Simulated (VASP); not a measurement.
Set up this calculation in VASP 6.6.1, as the native input.

```yaml
Task: single point
Functional: r2SCAN
Potentials_or_basis: VASP PAW PBE potentials, release 64 (In_d, Se)
Cutoff: 520 eV
k_mesh: 6 × 6 × 10
Occupations: gaussian, width 0.1 eV
Spin: no spin polarisation
Dipole_correction: no
Further_INCAR_settings: ALGO = Normal; EDIFF = 1e-06; NBANDS = 38
```

Crystal: InSe.

```
In Se
1.0
     6.57085    0.00000    0.00000
    -3.28543    5.69053    0.00000
     0.00000    0.00000    4.32595
In Se
3 3
Direct
  0.50000 0.00000 0.00000
  0.50000 0.50000 0.00000
  0.00000 0.50000 0.00000
  0.00000 0.00000 0.00000
  0.33333 0.66667 0.50000
  0.66667 0.33333 0.50000
```

One way to write it, as run:

POSCAR

```
InSe
1.0
    6.5708524338      0.0000000000      0.0000000000
   -3.2854262169      5.6905251322      0.0000000000
    0.0000000000      0.0000000000      4.3259483775
In Se
3 3
Direct
    0.5000000000      0.0000000000      0.0000000000
    0.5000000000      0.5000000000      0.0000000000
    0.0000000000      0.5000000000      0.0000000000
    0.0000000000      0.0000000000      0.0000000000
    0.3333333333      0.6666666667      0.5000000000
    0.6666666667      0.3333333333      0.5000000000
```

INCAR.step1

```
PREC = Accurate
ENCUT = 520
ISMEAR = 0
SIGMA = 0.1
LREAL = False
LASPH = True
NELM = 100
NBANDS = 38
GGA = PE
ALGO = Normal
EDIFF = 1E-4
LWAVE = True
LCHARG = False
```

INCAR.step2

```
PREC = Accurate
ENCUT = 520
EDIFF = 1E-6
ISMEAR = 0
SIGMA = 0.1
LREAL = False
LASPH = True
NELM = 100
ALGO = Normal
ISIF = 2
LWAVE = False
LCHARG = True
METAGGA = R2SCAN
LMIXTAU = True
LELF = True
LVHAR = True
NBANDS = 38
ISTART = 1
```

KPOINTS

```
Automatic mesh
0
Gamma
  6 6 10
```

Potentials or basis: VASP PAW PBE potentials, release 64 (In_d, Se).

Launch:

```console
$ cat potpaw_PBE.64/In_d/POTCAR potpaw_PBE.64/Se/POTCAR > POTCAR
$ cp INCAR.step1 INCAR
$ mpirun -np 1 vasp_std > vasp.out
$ cp INCAR.step2 INCAR
$ mpirun -np 1 vasp_std > vasp.out
```

It gave:

```yaml
Pressure: 0.1 GPa
Band_gap_on_the_k_mesh: zero (an odd number of electrons rules out a gap without spin polarisation)
```

Caveat: the PAW data sets were made with another functional, which shifts forces and pressure a little; spin-orbit coupling is left out, which moves the levels of the heavy elements.

Wall time 9.7 min on 1 thread of Intel(R) Xeon(R) 6975P-C (Granite Rapids), with other jobs on the host, peak memory 0.43 GiB.
